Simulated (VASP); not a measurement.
Input of a VASP 6.6.1 run:

INCAR

```
SYSTEM = InSe
ALGO = Normal
EDIFF = 1E-6
ENCUT = 520
GGA = PS
ISIF = 2
ISMEAR = 0
LASPH = .TRUE.
LCHARG = .FALSE.
LREAL = .FALSE.
LWAVE = .FALSE.
NBANDS = 27
NELM = 100
PREC = Accurate
SIGMA = 0.01
```

The input KPOINTS:

```
k-points
0
G
  6 6 6
  0 0 0
```

Contents of POSCAR:

```
InSe
1.0
    2.0327927136      1.1736338896      8.5783852515
   -2.0327927136      1.1736338896      8.5783852515
    0.0000000000     -2.3472667628      8.5783852515
In Se
2 2
Direct
    0.0000000000      0.0000000000      0.0000000000
    0.1114000000      0.1114000000      0.1114000000
    0.6165000000      0.6165000000      0.6165000000
    0.8281000000      0.8281000000      0.8281000000
```

Potentials or basis: VASP PAW PBE potentials, release 64 (In_d, Se).

Run with:

```sh
$ cat potpaw_PBE.64/In_d/POTCAR potpaw_PBE.64/Se/POTCAR > POTCAR
$ mpirun -np 1 vasp_std > vasp.out
```

Task: Estimate the band gap on the k mesh.

Result: 0.21 eV, direct.

Task: What does it give for the largest force?

Result: 0.260 eV/Å.

Task: Estimate the pressure.

Result: -2.0 GPa.

Stress tensor (GPa, compression positive):
```
-1.74  0.00  0.00
 0.00 -1.74  0.00
 0.00  0.00 -2.50
```

Caveat: the PAW data sets were made with another functional, which shifts forces and pressure a little; spin-orbit coupling is left out, which moves the levels of the heavy elements.

**What was measured.**

From “The Interaction of Hydrogen with the van der Waals Crystal γ-InSe”, 2020, pmc:7321205, for a bulk crystal of InSe at 300 K: band gap 1.25 eV.

Measured gap of InSe: 1.25 eV (300 K; “The Interaction of Hydrogen with the van der Waals Crystal γ-InSe”, 2020, pmc:7321205). This calculation gives 0.21 eV (-1.04 eV). So large a miss can be the level of theory's own, or it may mean another phase, state or a wrong row. Spin-orbit coupling on In, Se is left out. The value is that of PBEsol on a finite k mesh, which can miss the band edges, without temperature or zero-point motion. Semilocal functionals fall short of measured gaps as a rule.
